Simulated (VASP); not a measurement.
# ScAl3 (Pm-3m) in VASP: a series of runs, part 2 of 2

VASP 6.6.1.

### 4 Single point, PBEsol

This run uses another cell than the first one, of 18.10 Å³/atom, 1.039 times its volume.

Input file INCAR:

```
PREC     = Accurate       # precision mode
ENCUT    = 520            # plane-wave cutoff, eV
EDIFF    = 1E-6           # SCF threshold, eV
ISMEAR   = -1             # smearing method
SIGMA    = 0.1            # smearing width, eV
LREAL    = False          # projectors in reciprocal space
LASPH    = True           # aspherical terms in the spheres
NELM     = 80             # most SCF steps
ALGO     = Normal         # electronic algorithm
ISIF     = 2              # what is computed and relaxed
LWAVE    = False          # write WAVECAR
LCHARG   = True           # write CHGCAR
GGA      = PS             # functional
LELF     = True           # ELF
LVHAR    = True         
NBANDS   = 18             # bands
```

Input file KPOINTS:

```
regular mesh
0
Gamma
  7 7 7
```

Input file POSCAR:

```
ScAl3
1.0
    4.1679804328      0.0000000000      0.0000000000
    0.0000000000      4.1679804328      0.0000000000
    0.0000000000      0.0000000000      4.1679804328
Sc Al
1 3
Direct
    0.0000000000      0.0000000000      0.0000000000
    0.5000000000      0.0000000000      0.5000000000
    0.0000000000      0.5000000000      0.5000000000
    0.5000000000      0.5000000000      0.0000000000
```

Potentials or basis: VASP PAW PBE potentials, release 64 (Sc_sv, Al).

Command:

```bash
cat potpaw_PBE.64/Sc_sv/POTCAR potpaw_PBE.64/Al/POTCAR > POTCAR
mpirun -np 1 vasp_std > vasp.out
```

OUTCAR:

```text
PREC = Accurate
   ENCUT = 520
   EDIFF = 1E-6
   ISMEAR = -1
   LREAL = False
   LASPH = True
   NELM = 80
   ISIF = 2
   GGA = PS

 ion  position               nearest neighbor table
   1  0.000  0.000  0.000-   2 2.95   3 2.95   4 2.95   2 2.95   3 2.95   3 2.95   4 2.95   3 2.95
                             2 2.95   4 2.95   2 2.95   4 2.95
   2  0.500  0.000  0.500-   1 2.95   3 2.95   4 2.95   1 2.95   4 2.95   3 2.95   4 2.95   4 2.95
                             1 2.95   3 2.95   1 2.95   3 2.95
   3  0.000  0.500  0.500-   1 2.95   2 2.95   4 2.95   1 2.95   4 2.95   1 2.95   2 2.95   1 2.95
                             2 2.95   4 2.95   4 2.95   2 2.95
   4  0.500  0.500  0.000-   1 2.95   2 2.95   3 2.95   2 2.95   3 2.95   1 2.95   2 2.95   2 2.95
                             1 2.95   3 2.95   3 2.95   1 2.95

  LATTYP: Found a simple cubic cell.
 ALAT       =     4.1679804328

  Lattice vectors:

 A1 = (   4.1679804328,   0.0000000000,   0.0000000000)
 A2 = (   0.0000000000,   4.1679804328,   0.0000000000)
 A3 = (   0.0000000000,   0.0000000000,   4.1679804328)

Analysis of symmetry for initial positions (statically):
=====================================================================
 Subroutine PRICEL returns:
 Original cell was already a primitive cell.

 Routine SETGRP: Setting up the symmetry group for a
 simple cubic supercell.

 Subroutine GETGRP returns: Found 48 space group operations
[... 9 lines left out ...]

 Routine SETGRP: Setting up the symmetry group for a
 simple cubic supercell.

 Subroutine GETGRP returns: Found 48 space group operations
[... 11 lines left out ...]
                                     Primitive cell

  volume of cell :      72.4064

  direct lattice vectors                    reciprocal lattice vectors
     4.167980433  0.000000000  0.000000000     0.239924351  0.000000000  0.000000000
     0.000000000  4.167980433  0.000000000     0.000000000  0.239924351  0.000000000
     0.000000000  0.000000000  4.167980433     0.000000000  0.000000000  0.239924351

  length of vectors
     4.167980433  4.167980433  4.167980433     0.239924351  0.239924351  0.239924351

  position of ions in fractional coordinates (direct lattice)
     0.000000000  0.000000000  0.000000000
     0.500000000  0.000000000  0.500000000
     0.000000000  0.500000000  0.500000000
     0.500000000  0.500000000  0.000000000

  ion indices of the primitive-cell ions
   primitive index   ion index
                 1           1
                 2           2
                 3           3
                 4           4

----------------------------------------------------------------------------------------

 KPOINTS: regular mesh

Automatic generation of k-mesh.
 Grid dimensions read from file:
 generate k-points for:    7    7    7

 Generating k-lattice:

  Cartesian coordinates                     Fractional coordinates (reciprocal lattice)
     0.034274907  0.000000000  0.000000000     0.142857143  0.000000000  0.000000000
     0.000000000  0.034274907  0.000000000     0.000000000  0.142857143  0.000000000
     0.000000000  0.000000000  0.034274907     0.000000000  0.000000000  0.142857143

  Length of vectors
     0.034274907  0.034274907  0.034274907

  Shift w.r.t. Gamma in fractional coordinates (k-lattice)
     0.000000000  0.000000000  0.000000000

 Subroutine IBZKPT returns following result:
 ===========================================

 Found     20 irreducible k-points:

 Following reciprocal coordinates:
            Coordinates               Weight
  0.000000  0.000000  0.000000      1.000000
  0.142857  0.000000  0.000000      6.000000
  0.285714  0.000000  0.000000      6.000000
  0.428571  0.000000  0.000000      6.000000
  0.142857  0.142857  0.000000     12.000000
  0.285714  0.142857  0.000000     24.000000
[... 12 lines left out ...]
  0.428571  0.428571  0.285714     24.000000
  0.428571  0.428571  0.428571      8.000000
   k-points           NKPTS =     20   k-points in BZ     NKDIM =     20   number of bands    NBANDS=     18
   number of dos      NEDOS =    301   number of ions     NIONS =      4
   total plane-waves  NPLWV =  32768
   dimension x,y,z NGX =    32 NGY =   32 NGZ =   32
   dimension x,y,z NGXF=    64 NGYF=   64 NGZF=   64
   ions per type =               1   3
   NGX,Y,Z   is equivalent  to a cutoff of  12.76, 12.76, 12.76 a.u.
   NGXF,Y,Z  is equivalent  to a cutoff of  25.53, 25.53, 25.53 a.u.
 SYSTEM =  unknown system
   PREC   = accura    normal or accurate (medium, high low for compatibility)
   ISTART =      0    job   : 0-new  1-cont  2-samecut
   ICHARG =      2    charge: 1-file 2-atom 10-const
   ISPIN  =      1    spin polarized calculation?
   LNONCOLLINEAR =      F non collinear calculations
   LSORBIT =      F    spin-orbit coupling
   LASPH  =      T    aspherical Exc in radial PAW
   ENCUT  =  520.0 eV  38.22 Ry    6.18 a.u.   7.75  7.75  7.75*2*pi/ulx,y,z
   NELM   =     80;   NELMIN=  2; NELMDL= -5     # of ELM steps
   EDIFF  = 0.1E-05   stopping-criterion for ELM
   LREAL  =      F    real-space projection
   EDIFFG = 0.1E-04   stopping-criterion for IOM
   NSW    =      0    number of steps for IOM
   IBRION =     -1    ionic relax: 0-MD 1-quasi-New 2-CG
   NFREE  =      0    steps in history (QN), initial steepest desc. (CG)
   ISIF   =      2    stress and relaxation
   ISYM   =      2    0-nonsym 1-usesym 2-fastsym
   POTIM  = 0.5000    time-step for ionic-motion
   TEBEG  =    0.0;   TEEND  =   0.0 temperature during run
   PSTRESS=    0.0 pullay stress
   NELECT =      20.0000    total number of electrons
   NUPDOWN=      -1.0000    fix difference up-down
   EMIN   =  10.00;   EMAX   =-10.00  energy-range for DOS
   EFERMI =   0.00;   METHOD = LEGACY
   ISMEAR =    -1;   SIGMA  =   0.10  broadening in eV -4-tet -1-fermi 0-gaus
   EFERMI_NEDOS =   21; number of points for ismear=-14 and -15
   IALGO  =     38    algorithm
   IMIX   =      4    mixing-type and parameters
     AMIX     =   0.40;   BMIX     =  1.00
     AMIX_MAG =   1.60;   BMIX_MAG =  1.00
  volume/ion in A,a.u.               =      18.10       122.16
  Fermi-wavevector in a.u.,A,eV,Ry     =   1.066168  2.014766 15.465949  1.136715
  Thomas-Fermi vector in A             =   2.201744
   LORBIT       =      0    0 simple, 1 ext, 2 COOP (PROOUT), +10 PAW based schemes
   GGA     = PS    functional components
   LHFCALC =     F    Hartree Fock is set to
   AEXX    =    0.0000 exact exchange contribution
   IVDW    =     0    specifies the selected vdW correction
   LEPSILON=     F    determine dielectric tensor
   LRPA    =     F    only Hartree local field effects (RPA)
 non-spin polarized calculation
  energy-cutoff  :      520.00
  volume of cell :       72.41
 maximum number of plane-waves:      1965
 NGX is ok and might be reduce to    32
   NGX = 15   NGY = 15   NGZ = 15

 number of electron      19.9999995 magnetization

 Free energy of the ion-electron system (eV)
  ---------------------------------------------------
  ext. energy  EPLUGINS =         0.00000000
  ---------------------------------------------------
  free energy    TOTEN  =       -20.70187439 eV

  energy without entropy =      -20.65312815  energy(sigma->0) =      -20.67750127

 E-fermi :   6.6350     XC(G=0): -10.2735

 val. band max:        6.6166593427   @ k =   0.2857   0.0000   0.0000
 cond. band min:       6.7114058353   @ k =   0.2857   0.2857   0.0000
 fundamental gap:      0.0947464926
 Fermi energy:         6.6350487634

 k-point     1 :       0.0000    0.0000    0.0000
  band No.  band energies     occupation
      1     -42.2722      2.00000
      2     -21.0485      2.00000
      3     -21.0485      2.00000
      4     -21.0485      2.00000
      5      -3.0273      2.00000
      6       4.1224      2.00000
[... 10 lines left out ...]
     17      11.7243      0.00000
     18      11.7243      0.00000

 k-point     2 :       0.1429    0.0000    0.0000
  band No.  band energies     occupation
      1     -42.2721      2.00000
      2     -21.0533      2.00000
      3     -21.0481      2.00000
      4     -21.0481      2.00000
      5      -2.8477      2.00000
      6       2.8940      2.00000
[... 10 lines left out ...]
     17      11.7911      0.00000
     18      11.7911      0.00000
[... 358 lines left out ...]
 k-point    20 :       0.4286    0.4286    0.4286
  band No.  band energies     occupation
      1     -42.2697      2.00000
      2     -21.0663      2.00000
      3     -21.0661      2.00000
      4     -21.0661      2.00000
      5       1.0890      2.00000
      6       2.0039      2.00000
[... 10 lines left out ...]
     17      10.4937      0.00000
     18      15.6233      0.00000

------------------------ aborting loop because EDIFF is reached ----------------------------------------

  FORCE on cell =-STRESS in cart. coord.  units (eV):
  Direction    XX          YY          ZZ          XY          YZ          ZX
  --------------------------------------------------------------------------------------
  -------------------------------------------------------------------------------------
  Total       -2.4783239     -2.4783239     -2.4783239      0.0000000      0.0000000      0.0000000
  in kB      -54.8392662    -54.8392662    -54.8392662      0.0000000      0.0000000      0.0000000
  external PRESSURE =     -54.8392662 kB  Pullay stress =       0.0000000 kB

 VOLUME and BASIS-vectors are now :
 -----------------------------------------------------------------------------
  energy-cutoff  :      520.00
  volume of cell :       72.41
      direct lattice vectors                 reciprocal lattice vectors
     4.167980433  0.000000000  0.000000000     0.239924351  0.000000000  0.000000000
     0.000000000  4.167980433  0.000000000     0.000000000  0.239924351  0.000000000
     0.000000000  0.000000000  4.167980433     0.000000000  0.000000000  0.239924351

 POSITION                                       TOTAL-FORCE (eV/Angst)
 -----------------------------------------------------------------------------------
      0.00000      0.00000      0.00000         0.000000      0.000000      0.000000
      2.08399      0.00000      2.08399         0.000000      0.000000      0.000000
      0.00000      2.08399      2.08399         0.000000      0.000000      0.000000
      2.08399      2.08399      0.00000         0.000000      0.000000      0.000000
 -----------------------------------------------------------------------------------
    total drift:                               -0.000000      0.000000      0.000000

  FREE ENERGIE OF THE ION-ELECTRON SYSTEM (eV)
  ---------------------------------------------------
  free  energy   TOTEN  =       -20.7018743872 eV

  energy  without entropy=      -20.6531281451  energy(sigma->0) =      -20.67750127
```

It took 13 s on 1 thread of AMD EPYC 9R45 (Zen 5), shared host; peak memory 0.15 GiB.

Results:

```yaml
Free_energy: -20.7019 eV
Pressure: -5.5 GPa
Band_gap_on_the_k_mesh: zero (band 10 reaches 7.44 eV, above the bottom of band 11 at 4.09 eV)
```

Caveat: the PAW data sets were made with another functional, which shifts forces and pressure a little.

### 5 The runs side by side

```csv
cell,gap on the mesh (eV),pressure (GPa)
"a = 4.115 Å, 4 atoms",none,-2.6
"a = 4.142 Å, 4 atoms",none,-4.1
"a = 4.168 Å, 4 atoms",none,-5.5
```

Alike in all rows: task single point; level PBEsol; potentials or basis VASP PAW PBE potentials, release 64 (Sc_sv, Al); no spin polarisation; k mesh 7 × 7 × 7; cutoff (eV) 520; smearing fermi-dirac 0.1 eV.

Caveats: the PAW data sets were made with another functional, which shifts forces and pressure a little.

Absolute energies hang on the potentials; compare differences alone.
